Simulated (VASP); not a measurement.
A run of VASP 6.6.1 is set up as follows.

The input INCAR:

```
PREC = Accurate ; ENCUT = 520
EDIFF = 1E-7 ; ISMEAR = 0
SIGMA = 0.1 ; LREAL = Auto
LASPH = True ; NELM = 100
ALGO = Normal ; ISIF = 2
LWAVE = False ; LCHARG = False
LDIPOL = True ; IDIPOL = 3
DIPOL = 0.5 0.5 0.500 ; GGA = PS
NBANDS = 74
```

File KPOINTS:

```
Automatic mesh
0
Gamma
  8 5 1
```

Contents of POSCAR:

```
Li3Pb
1.0
    4.6781213806      0.0000000000      0.0000000000
    0.0000000000      6.6158627029      0.0000000000
    0.0000000000      0.0000000000     24.3562427612
Li Pb
15 5
Direct
    0.5000000000      0.0000000000      0.3079292678
    0.0000000000      0.7500000000      0.3079292678
    0.0000000000      0.2500000000      0.3079292678
    0.0000000000      0.5000000000      0.4039646339
    0.5000000000      0.2500000000      0.4039646339
    0.5000000000      0.7500000000      0.4039646339
    0.5000000000      0.0000000000      0.5000000000
    0.0000000000      0.7500000000      0.5000000000
    0.0000000000      0.2500000000      0.5000000000
    0.0000000000      0.5000000000      0.5960353661
    0.5000000000      0.2500000000      0.5960353661
    0.5000000000      0.7500000000      0.5960353661
    0.5000000000      0.0000000000      0.6920707322
    0.0000000000      0.7500000000      0.6920707322
    0.0000000000      0.2500000000      0.6920707322
    0.5000000000      0.5000000000      0.3079292678
    0.0000000000      0.0000000000      0.4039646339
    0.5000000000      0.5000000000      0.5000000000
    0.0000000000      0.0000000000      0.5960353661
    0.5000000000      0.5000000000      0.6920707322
```

Potentials or basis: VASP PAW PBE potentials, release 64 (Li_sv, Pb_d).

Run with:

```console
$ cat potpaw_PBE.64/Li_sv/POTCAR potpaw_PBE.64/Pb_d/POTCAR > POTCAR
$ mpirun -np 1 vasp_std > vasp.out
```

**Question.** Predict the largest force.

**Answer.** 0.291 eV/Å.

Forces in eV/Å, atoms in the order of the input:
```
Li   0.000  0.000  0.241
Li   0.000 -0.289 -0.034
Li   0.000  0.289 -0.034
Li   0.000  0.000 -0.006
Li   0.000 -0.058  0.000
Li   0.000  0.058  0.000
Li   0.000  0.000  0.000
Li   0.000  0.013  0.000
Li   0.000 -0.013  0.000
Li   0.000  0.000  0.006
Li   0.000 -0.058  0.000
Li   0.000  0.058  0.000
Li   0.000  0.000 -0.241
Li   0.000 -0.289  0.034
Li   0.000  0.289  0.034
Pb   0.000  0.000  0.088
Pb   0.000  0.000 -0.208
Pb   0.000  0.000  0.000
Pb   0.000  0.000  0.208
Pb   0.000  0.000 -0.088
```

Caveat: the PAW data sets were made with another functional, which shifts forces and pressure a little.
